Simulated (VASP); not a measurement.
# Zn6O (P-3m1) in VASP: relaxation of cell and atoms with PBE

Aim: the relaxation of cell and atoms of Zn6O with PBE.

All numbers are computed with VASP 6.6.1; they aren't measurements. Logs are shortened: lines on timing, memory, paths and dates and some standing lists are left out, and cuts for length are marked.

## 1. The cell of the first run

It takes space group P-3m1 (No. 164, trigonal). Conventional cell: a = 2.800 Å, b = 2.800 Å, c = 13.600 Å, α = 90.00°, β = 90.00°, γ = 120.00°. Within 3.6 Å of Zn (site symmetry 3m) lie 12 Zn at 2.71 to 2.80 Å. Within 2.8 Å of Zn (site symmetry 3m) lie 3 O at 2.10 Å and 9 Zn at 2.71 to 2.80 Å. Within 3.6 Å of Zn (site symmetry 3m) lie 12 Zn at 2.71 to 2.80 Å. Within 2.8 Å of O (site symmetry -3m) lie 6 Zn at 2.10 Å and 6 O at 2.80 Å.

## 2. Relaxation of cell and atoms, PBE

INCAR

```
SYSTEM = Zn6O
PREC = Accurate
ENCUT = 600
EDIFF = 1E-6
ISMEAR = 0
SIGMA = 0.2
LREAL = .False.
LASPH = .True.
NELM = 100
ALGO = Normal
ISIF = 3
LWAVE = .False.
LCHARG = .False.
GGA = PE
IBRION = 2
NSW = 36
EDIFFG = -0.08
```

KPOINTS

```
Automatic mesh
0
Gamma
  7 7 2
  0 0 0
```

POSCAR

```
Zn6O
1.0
    2.8000000000      0.0000000000      0.0000000000
   -1.4000000000      2.4248711300      0.0000000000
    0.0000000000      0.0000000000     13.6000000000
Zn O
6 1
Direct
    0.3333333300      0.6666666700      0.4200000000
    0.6666666700      0.3333333300      0.5800000000
    0.6666666700      0.3333333300      0.9010000000
    0.3333333300      0.6666666700      0.0990000000
    0.6666666700      0.3333333300      0.2590000000
    0.3333333300      0.6666666700      0.7410000000
    0.0000000000      0.0000000000      0.0000000000
```

Potentials or basis: VASP PAW PBE potentials, release 64 (Zn, O).

Started as:

```bash
> cat potpaw_PBE.64/Zn/POTCAR potpaw_PBE.64/O/POTCAR > POTCAR
> mpirun -np 1 vasp_std > vasp.out
```

OUTCAR:

```text
SYSTEM = Zn6O
   PREC = Accurate
   ENCUT = 600
   EDIFF = 1E-6
   ISMEAR = 0
   LREAL = .False.
   LASPH = .True.
   NELM = 100
   ISIF = 3
   GGA = PE
   IBRION = 2
   NSW = 36
   EDIFFG = -0.08

 ion  position               nearest neighbor table
   1  0.333  0.667  0.420-   2 2.71   2 2.71   2 2.71   5 2.72   5 2.72   5 2.72
   2  0.667  0.333  0.580-   1 2.71   1 2.71   1 2.71   6 2.72   6 2.72   6 2.72
   3  0.667  0.333  0.901-   7 2.10   7 2.10   7 2.10   6 2.71   6 2.71   6 2.71
   4  0.333  0.667  0.099-   7 2.10   7 2.10   7 2.10   5 2.71   5 2.71   5 2.71
   5  0.667  0.333  0.259-   4 2.71   4 2.71   4 2.71   1 2.72   1 2.72   1 2.72
   6  0.333  0.667  0.741-   3 2.71   3 2.71   3 2.71   2 2.72   2 2.72   2 2.72
   7  0.000  0.000  0.000-   3 2.10   4 2.10   4 2.10   3 2.10   3 2.10   4 2.10

  LATTYP: Found a hexagonal cell.
 ALAT       =     2.8000000000
 C/A-ratio  =     4.8571428571

  Lattice vectors:

 A1 = (   2.8000000000,   0.0000000000,   0.0000000000)
 A2 = (  -1.4000000000,   2.4248711300,   0.0000000000)
 A3 = (   0.0000000000,   0.0000000000,  13.6000000000)

Analysis of symmetry for initial positions (statically):
=====================================================================
 Subroutine PRICEL returns:
 Original cell was already a primitive cell.

 Routine SETGRP: Setting up the symmetry group for a
 hexagonal supercell.

 Subroutine GETGRP returns: Found 12 space group operations
 (whereof 12 operations were pure point group operations)
 out of a pool of 24 trial point group operations.

The static configuration has the point symmetry D_3d.

Analysis of symmetry for dynamics (positions and initial velocities):
=====================================================================
 Subroutine PRICEL returns:
 Original cell was already a primitive cell.

 Routine SETGRP: Setting up the symmetry group for a
 hexagonal supercell.

 Subroutine GETGRP returns: Found 12 space group operations
 (whereof 12 operations were pure point group operations)
 out of a pool of 24 trial point group operations.

The dynamic configuration has the point symmetry D_3d.

 Subroutine INISYM returns: Found 12 space group operations
 (whereof 12 operations are pure point group operations),
 and found     1 'primitive' translations

----------------------------------------------------------------------------------------

                                     Primitive cell

  volume of cell :      92.3391

  direct lattice vectors                    reciprocal lattice vectors
     2.800000000  0.000000000  0.000000000     0.357142857  0.206196525  0.000000000
    -1.400000000  2.424871130  0.000000000     0.000000000  0.412393050  0.000000000
     0.000000000  0.000000000 13.600000000     0.000000000  0.000000000  0.073529412

  length of vectors
     2.800000000  2.799999999 13.600000000     0.412393049  0.412393050  0.073529412

  position of ions in fractional coordinates (direct lattice)
     0.333333330  0.666666670  0.420000000
     0.666666670  0.333333330  0.580000000
     0.666666670  0.333333330  0.901000000
     0.333333330  0.666666670  0.099000000
     0.666666670  0.333333330  0.259000000
     0.333333330  0.666666670  0.741000000
     0.000000000  0.000000000  0.000000000

  ion indices of the primitive-cell ions
   primitive index   ion index
                 1           1
                 2           2
                 3           3
                 4           4
                 5           5
                 6           6
                 7           7

----------------------------------------------------------------------------------------

 KPOINTS: Automatic mesh

Automatic generation of k-mesh.
 Grid dimensions read from file:
 generate k-points for:    7    7    2

 Generating k-lattice:

  Cartesian coordinates                     Fractional coordinates (reciprocal lattice)
     0.051020408  0.029456646  0.000000000     0.142857143  0.000000000  0.000000000
     0.000000000  0.058913293  0.000000000     0.000000000  0.142857143  0.000000000
     0.000000000  0.000000000  0.036764706     0.000000000  0.000000000  0.500000000

  Length of vectors
     0.058913293  0.058913293  0.036764706

  Shift w.r.t. Gamma in fractional coordinates (k-lattice)
     0.000000000  0.000000000  0.000000000

 Subroutine IBZKPT returns following result:
 ===========================================

 Found     16 irreducible k-points:

 Following reciprocal coordinates:
            Coordinates               Weight
  0.000000  0.000000  0.000000      1.000000
  0.142857 -0.000000  0.000000      6.000000
  0.285714 -0.000000  0.000000      6.000000
  0.428571 -0.000000  0.000000      6.000000
  0.142857  0.142857  0.000000      6.000000
  0.285714  0.142857  0.000000     12.000000
[... 8 lines left out ...]
  0.428571  0.142857  0.500000      6.000000
  0.285714  0.285714  0.500000      6.000000
   k-points           NKPTS =     16   k-points in BZ     NKDIM =     16   number of bands    NBANDS=     46
   number of dos      NEDOS =    301   number of ions     NIONS =      7
   total plane-waves  NPLWV =  64512
   dimension x,y,z NGX =    24 NGY =   24 NGZ =  112
   dimension x,y,z NGXF=    48 NGYF=   48 NGZF=  224
   ions per type =               6   1
   NGX,Y,Z   is equivalent  to a cutoff of  14.25, 14.25, 13.69 a.u.
   NGXF,Y,Z  is equivalent  to a cutoff of  28.50, 28.50, 27.38 a.u.
 SYSTEM =  Zn6O
   PREC   = accura    normal or accurate (medium, high low for compatibility)
   ISTART =      0    job   : 0-new  1-cont  2-samecut
   ICHARG =      2    charge: 1-file 2-atom 10-const
   ISPIN  =      1    spin polarized calculation?
   LNONCOLLINEAR =      F non collinear calculations
   LSORBIT =      F    spin-orbit coupling
   LASPH  =      T    aspherical Exc in radial PAW
   ENCUT  =  600.0 eV  44.10 Ry    6.64 a.u.   5.59  5.59 27.16*2*pi/ulx,y,z
   NELM   =    100;   NELMIN=  2; NELMDL= -5     # of ELM steps
   EDIFF  = 0.1E-05   stopping-criterion for ELM
   LREAL  =      F    real-space projection
   EDIFFG = -.8E-01   stopping-criterion for IOM
   NSW    =     36    number of steps for IOM
   IBRION =      2    ionic relax: 0-MD 1-quasi-New 2-CG
   NFREE  =      1    steps in history (QN), initial steepest desc. (CG)
   ISIF   =      3    stress and relaxation
   ISYM   =      2    0-nonsym 1-usesym 2-fastsym
   POTIM  = 0.5000    time-step for ionic-motion
   TEBEG  =    0.0;   TEEND  =   0.0 temperature during run
   PSTRESS=    0.0 pullay stress
   NELECT =      78.0000    total number of electrons
   NUPDOWN=      -1.0000    fix difference up-down
   EMIN   =  10.00;   EMAX   =-10.00  energy-range for DOS
   EFERMI =   0.00;   METHOD = LEGACY
   ISMEAR =     0;   SIGMA  =   0.20  broadening in eV -4-tet -1-fermi 0-gaus
   EFERMI_NEDOS =   21; number of points for ismear=-14 and -15
   IALGO  =     38    algorithm
   IMIX   =      4    mixing-type and parameters
     AMIX     =   0.40;   BMIX     =  1.00
     AMIX_MAG =   1.60;   BMIX_MAG =  1.00
  volume/ion in A,a.u.               =      13.19        89.02
  Fermi-wavevector in a.u.,A,eV,Ry     =   1.547549  2.924444 32.584714  2.394909
  Thomas-Fermi vector in A             =   2.652627
   LORBIT       =      0    0 simple, 1 ext, 2 COOP (PROOUT), +10 PAW based schemes
   GGA     = PE    functional components
   LHFCALC =     F    Hartree Fock is set to
   AEXX    =    0.0000 exact exchange contribution
   IVDW    =     0    specifies the selected vdW correction
   LEPSILON=     F    determine dielectric tensor
   LRPA    =     F    only Hartree local field effects (RPA)
 conjugate gradient relaxation of ions
 non-spin polarized calculation
 Gauss-broadening in eV      SIGMA  =   0.20
  energy-cutoff  :      600.00
  volume of cell :       92.34
 maximum number of plane-waves:      3126
 NGX is ok and might be reduce to    24
   NGX = 11   NGY = 11   NGZ = 55

--------------------------------------- Ionic step        1  -------------------------------------------

 number of electron      77.9999930 magnetization

 Free energy of the ion-electron system (eV)
  ---------------------------------------------------
  ext. energy  EPLUGINS =         0.00000000
  ---------------------------------------------------
  free energy    TOTEN  =       -13.31235753 eV

  energy without entropy =      -13.27646225  energy(sigma->0) =      -13.29440989

------------------------ aborting loop because EDIFF is reached ----------------------------------------

  FORCE on cell =-STRESS in cart. coord.  units (eV):
  Direction    XX          YY          ZZ          XY          YZ          ZX
  --------------------------------------------------------------------------------------
  -------------------------------------------------------------------------------------
  Total        4.3866803      4.3866803      1.7824019      0.0000000     -0.0000000      0.0000000
  in kB       76.1133724     76.1133724     30.9264889      0.0000000     -0.0000000      0.0000000
  external PRESSURE =      61.0510779 kB  Pullay stress =       0.0000000 kB
[... 313 lines left out ...]
  energy  without entropy=      -13.4697091547  energy(sigma->0) =      -13.49215056

--------------------------------------- Ionic step        9  -------------------------------------------

 number of electron      77.9999965 magnetization

 Free energy of the ion-electron system (eV)
  ---------------------------------------------------
  ext. energy  EPLUGINS =         0.00000000
  ---------------------------------------------------
  free energy    TOTEN  =       -13.51992163 eV

  energy without entropy =      -13.47496577  energy(sigma->0) =      -13.49744370

 E-fermi :   3.3907     XC(G=0): -11.5112

 val. band max:        3.2023846812   @ k =   0.4286   0.1429   0.5000
 cond. band min:       3.4267797202   @ k =   0.2857   0.2857   0.0000
 fundamental gap:      0.2243950390
 Fermi energy:         3.3907044500

 k-point     1 :       0.0000    0.0000    0.0000
  band No.  band energies     occupation
      1     -16.5714      2.00000
      2      -6.6348      2.00000
      3      -6.4175      2.00000
      4      -5.2274      2.00000
      5      -5.0567      2.00000
      6      -5.0127      2.00000
[... 807 lines left out ...]
  FREE ENERGIE OF THE ION-ELECTRON SYSTEM (eV)
  ---------------------------------------------------
  free  energy   TOTEN  =       -13.5199216260 eV

  energy  without entropy=      -13.4749657657  energy(sigma->0) =      -13.49744370

 reached required accuracy - stopping structural energy minimisation
```

It took 23 min on 1 thread of AMD EPYC 7R13, shared host; peak memory 0.25 GiB.

Results:

| Quantity | Value |
| --- | --- |
| Free energy | -13.5199 eV |
| Relaxed volume | 14.18 Å³/atom |
| Relaxed cell | a = 2.950 Å, b = 2.950 Å, c = 13.168 Å, α = 90.00°, β = 90.00°, γ = 120.00° |
| Space group after relaxing (to 0.1 Å) | P-3m1 (No. 164) |
| Energy gained by relaxing | 29.7 meV/atom |
| Ionic steps | 9 |
| Pressure after relaxing | -0.1 GPa |
| Largest force after relaxing | 0.078 eV/Å |
| Band gap on the k mesh | zero (bands 39 and 40 overlap by 1.14 eV) |

Forces in eV/Å, atoms in the order of the input:
```
Zn   0.000  0.000 -0.022
Zn   0.000  0.000  0.022
Zn   0.000  0.000 -0.078
Zn   0.000  0.000  0.078
Zn   0.000  0.000  0.037
Zn   0.000  0.000 -0.037
O    0.000  0.000  0.000
```

The path:
| step | energy change (eV) | largest force (eV/Å) | pressure (GPa) | volume (Å³) |
| --- | --- | --- | --- | --- |
| 1 | 0.0000 | 0.6112 | 6.11 | 92.34 |
| 2 | -0.1383 | 0.2364 | -1.52 | 99.21 |
| 3 | -0.1398 | 0.1450 | -0.35 | 98.32 |
| 4 | -0.1399 | 0.1623 | -0.37 | 98.48 |
| 5 | -0.1395 | 0.2005 | -0.53 | 98.85 |
| 6 | -0.1758 | 0.0425 | -0.75 | 99.15 |
| 7 | -0.2018 | 0.2679 | -0.20 | 99.66 |
| 8 | -0.2022 | 0.2343 | -0.23 | 99.61 |
| 9 | -0.2076 | 0.0783 | -0.08 | 99.27 |

Final structure:
```
Zn O
1.0
     2.95039    0.00000    0.00000
    -1.47519    2.55511    0.00000
     0.00000    0.00000   13.16794
Zn O
6 1
Cartesian
  0.0000 1.7034 5.5294
  1.4752 0.8517 7.6386
  1.4752 0.8517 11.8381
  0.0000 1.7034 1.3298
  1.4752 0.8517 3.3956
  0.0000 1.7034 9.7724
  0.0000 0.0000 0.0000
```

Levels at points of the mesh, in eV from the Fermi level:
```
           k point  band 36  band 37  band 38  band 39  band 40  band 41  band 42  band 43
(0.00, 0.00, 0.00)    -3.93    -3.89    -2.57    -2.57     1.06     1.42     6.30     6.84
(0.00, 0.00, 0.50)    -5.45    -2.57    -2.57    -2.47    -0.44     3.58     3.97     9.40
```

Caveat: the k points lie up to 0.35 Å⁻¹ apart in the final cell, too coarse for converged energies and pressures of a metal; the relaxation stopped at a loose force limit of 0.08 eV/Å, so its end isn't a converged minimum.

The gap in the log of VASP goes by the Fermi energy; the results here count the filled bands.